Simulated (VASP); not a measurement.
Here is a VASP 6.6.1 calculation.

INCAR

```
  PREC = Accurate
  ENCUT = 600
  EDIFF = 1E-6
  ISMEAR = 0
  SIGMA = 0.05
  LREAL = F
  LASPH = T
  NELM = 120
  ALGO = Normal
  ISIF = 2
  LWAVE = F
  LCHARG = F
  GGA = PS
  NBANDS = 11
  GGA_COMPAT = F
```

File KPOINTS:

```
regular mesh
0
Gamma
  16 16 16
```

POSCAR

```
SiC
1.0
    0.0000000000      1.9502885569      1.9502885569
    1.9502885569      0.0000000000      1.9502885569
    1.9502885569      1.9502885569      0.0000000000
Si C
1 1
Direct
    0.0000000000      0.0000000000      0.0000000000
    0.5000000000      0.5000000000      0.5000000000
```

Potentials or basis: VASP PAW PBE potentials, release 64 (Si, C).

Launch:

```bash
$ cat potpaw_PBE.64/Si/POTCAR potpaw_PBE.64/C/POTCAR > POTCAR
$ mpirun -np 1 vasp_std > vasp.out
```

Q: Predict the band gap on the k mesh.

A: Zero (band 4 reaches 14.20 eV, above the bottom of band 5 at 14.00 eV).

Q: Predict the pressure.

A: 32.9 GPa.

Caveat: the PAW data sets were made with another functional, which shifts forces and pressure a little.
